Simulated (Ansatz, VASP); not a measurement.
Two plane-wave programs on Rh

```
CELL_PARAMETERS angstrom
-1.53582 1.53582 1.53582
1.53582 -1.53582 1.53582
1.53582 1.53582 -1.53582
ATOMIC_POSITIONS crystal
Rh 0.00000 0.00000 0.00000
```

Alike in both runs: functional PBE; k mesh 19 × 19 × 19; occupations fermi-dirac, width 0.05 eV; non-collinear spin, spin-orbit coupling.

Ansatz relaxed the structure, and its values are those at the end. VASP's run is a single point on that final structure, the one shown.

```csv
,VASP,Ansatz
version,VASP 6.6.1,Ansatz 0.2.0
potentials or method,"VASP PAW PBE potentials, release 64 (Rh_pv)","PAW with Ansatz's default frozen-core files, fully relativistic files with spin-orbit coupling"
plane-wave cutoff (eV),520,420
valence electrons in the cell,15,17
```

|  | VASP | Ansatz | Ansatz less VASP |
| --- | --- | --- | --- |
| pressure (GPa) | 0.1 | 0.0 | -0.13 |

VASP's potentials hold 15 valence electrons a cell and Ansatz's 17, so a difference there can come from the potentials and not from the codes.
